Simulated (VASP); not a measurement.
A run of VASP 6.6.1 is set up as follows.

The input INCAR:

```
  PREC = Accurate
  ENCUT = 520
  EDIFF = 1E-6
  ISMEAR = 0
  SIGMA = 0.1
  LREAL = F
  LASPH = T
  NELM = 60
  ALGO = Normal
  ISIF = 2
  LWAVE = F
  LCHARG = F
  GGA = PE
  NBANDS = 17
```

KPOINTS

```
regular mesh
0
Gamma
  6 6 4
```

File POSCAR:

```
AlSi2Cl
1.0
    4.4888849205      0.0000000000      0.0000000000
   -2.2444424603      3.8874883758      0.0000000000
    0.0000000000      0.0000000000      5.1146918592
Al Si Cl
1 2 1
Direct
    0.0000000000      0.0000000000      0.5000000000
    0.3333333333      0.6666666667      0.5000000000
    0.6666666667      0.3333333333      0.5000000000
    0.0000000000      0.0000000000      0.0000000000
```

Potentials or basis: VASP PAW PBE potentials, release 64 (Al, Si, Cl).

The run is started by

```bash
$ cat potpaw_PBE.64/Al/POTCAR potpaw_PBE.64/Si/POTCAR potpaw_PBE.64/Cl/POTCAR > POTCAR
$ mpirun -np 1 vasp_std > vasp.out
```

**Question.** Predict the pressure.

**Answer.** 0.0 GPa.

**Question.** Estimate the band gap on the k mesh.

**Answer.** Zero (band 9 reaches 4.91 eV, above the bottom of band 10 at 2.67 eV).

Stress tensor (GPa, compression positive):
```
-0.02  0.00  0.00
 0.00 -0.02  0.00
 0.00  0.00  0.05
```
